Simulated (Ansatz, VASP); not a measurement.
**Rb in VASP and in Ansatz**

INCAR

```
SYSTEM = Rb
  PREC = Accurate
  ENCUT = 520
  EDIFF = 1E-7
  ISMEAR = 0
  SIGMA = 0.15
  LREAL = .False.
  LASPH = .True.
  NELM = 100
  ALGO = Normal
  ISIF = 2
  LWAVE = .False.
  LCHARG = .False.
  GGA = PE
  NBANDS = 10
```

File KPOINTS:

```
regular mesh
0
Gamma
  12 12 12
  0 0 0
```

File POSCAR:

```
Rb
1.0
   -2.6657000000      2.6657000000      2.8060000000
    2.6657000000     -2.6657000000      2.8060000000
    2.6657000000      2.6657000000     -2.8060000000
Rb
1
Direct
    0.0000000000      0.0000000000      0.0000000000
```

Input for Ansatz:

```yaml
crystal:
  lattice:
    - [-2.6657, 2.6657, 2.806]
    - [2.6657, -2.6657, 2.806]
    - [2.6657, 2.6657, -2.806]
  atoms:
    - { symbol: Rb, position: [0.0, 0.0, 0.0] }
basis:
  ecutwfc: 420
kpoints:
  mp_grid: { grid: [12, 12, 12] }
hamiltonian:
  xc: pbe
scf:
  occupations: { method: gaussian, width: 0.15 }
output:
  forces: true
  stress: true
  eigenvalues: true
```

Change from the starting cell: strain -0.050 along x and y, +0.000 along z, atoms carried along.

Alike in both runs: task single point; functional PBE; k mesh 12 × 12 × 12; occupations gaussian, width 0.15 eV; no spin polarisation.

|  | VASP | Ansatz |
| --- | --- | --- |
| version | VASP 6.6.1 | Ansatz 0.2.0 |
| potentials or method | VASP PAW PBE potentials, release 64 (Rb_sv), cutoff 520 eV | scalar-relativistic, plane waves, PAW |
| valence electrons in the cell | 9 | 9 |

|  | VASP | Ansatz | Ansatz less VASP |
| --- | --- | --- | --- |
| gap on the k mesh at the Fermi level (eV) | none | none | - |
| pressure (GPa) | 0.5 | 0.5 | 0.00 |

A gap of «none» marks a metal or a gap that the smearing closes.
